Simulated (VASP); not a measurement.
Input of a VASP 6.6.1 run:

The input POSCAR:

```
InP3
1.0
    3.7414989627      2.1601554333      3.5714070956
   -3.7414989627      2.1601554333      3.5714070956
    0.0000000000     -4.3203108666      3.5714070956
In P
2 6
Direct
    0.2702519987      0.2702519987      0.2702519987
    0.7297480013      0.7297480013      0.7297480013
    0.7982893840      0.2446976857      0.7982893840
    0.7982893840      0.7982893840      0.2446976857
    0.2446976857      0.7982893840      0.7982893840
    0.2017106160      0.7553023143      0.2017106160
    0.7553023143      0.2017106160      0.2017106160
    0.2017106160      0.2017106160      0.7553023143
```

INCAR.step1

```
  PREC = Accurate
  ENCUT = 520
  ISMEAR = 0
  SIGMA = 0.15
  LREAL = False
  LASPH = True
  NELM = 100
  NBANDS = 38
  GGA = PE
  ALGO = Normal
  EDIFF = 1E-4
  LWAVE = True
  LCHARG = False
```

Contents of INCAR.step2:

```
  PREC = Accurate
  ENCUT = 520
  EDIFF = 1E-7
  ISMEAR = 0
  SIGMA = 0.15
  LREAL = False
  LASPH = True
  NELM = 100
  ALGO = Normal
  ISIF = 2
  LWAVE = False
  LCHARG = False
  METAGGA = R2SCAN
  LMIXTAU = True
  NBANDS = 38
  ISTART = 1
```

The input KPOINTS:

```
regular mesh
0
Gamma
  6 6 6
```

Potentials or basis: VASP PAW PBE potentials, release 64 (In_d, P).

Launch:

```bash
$ cat potpaw_PBE.64/In_d/POTCAR potpaw_PBE.64/P/POTCAR > POTCAR
$ cp INCAR.step1 INCAR
$ mpirun -np 1 vasp_std > vasp.out
$ cp INCAR.step2 INCAR
$ mpirun -np 1 vasp_std > vasp.out
```

Problem. Estimate the largest force.

Solution. 0.679 eV/Å.

Problem. Estimate the band gap on the k mesh.

Solution. Zero (bands 28 and 29 overlap by 0.66 eV).

Problem. Estimate the pressure.

Solution. -3.6 GPa.

Forces on the atoms (eV/Å):
```
In   0.000  0.000  0.080
In   0.000  0.000 -0.080
P    0.156 -0.090  0.654
P    0.000  0.180  0.654
P   -0.156 -0.090  0.654
P   -0.156  0.090 -0.654
P    0.156  0.090 -0.654
P    0.000 -0.180 -0.654
```

Caveat: the cell differs from its parent crystal (strain +0.0600 x Voigt [0, 0, 1, 0, 0, 0]); the cell stands under tension; semilocal functionals underestimate gaps, and a narrow one can read as zero; the PAW data sets were made with another functional, which shifts forces and pressure a little; spin-orbit coupling is left out, which moves the levels of the heavy elements.
